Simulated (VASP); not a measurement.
Runs of VASP 6.6.1 on NaLa3. The structure is cubic, space group Pm-3m (No. 221). The conventional cell has a = 5.256 Å, b = 5.256 Å, c = 5.256 Å, α = 90.00°, β = 90.00°, γ = 90.00°. Na (site symmetry m-3m) has 12 La at 3.72 Å within 4.9 Å. La (site symmetry 4/mmm) has 4 Na at 3.72 Å and 8 La at 3.72 Å within 4.9 Å. 

```csv
level,cutoff (eV),gap on the mesh (eV),pressure (GPa)
RPBE,500,none,1.4
r2SCAN,550,none,(b)
PBE,500,none,0.2
PBEsol,500,none,-1.4
revPBE,500,none,(a)
```

Alike in all rows: task single point; potentials or basis VASP PAW PBE potentials, release 64 (Na_pv, La); no spin polarisation; cell as given; k mesh 5 × 5 × 5; smearing methfessel-paxton 0.1 eV.

Q: Estimate the missing entries.

A: (a) 1.1; (b) 0.4.

Caveats: spin-orbit coupling is left out, which moves the levels of the heavy elements; the PAW data sets were made with another functional, which shifts forces and pressure a little (at least some runs).

A k mesh can miss the band edges, and the runs leave out spin-orbit coupling on La.

A gap of «none» marks levels without a gap at the run's occupations.
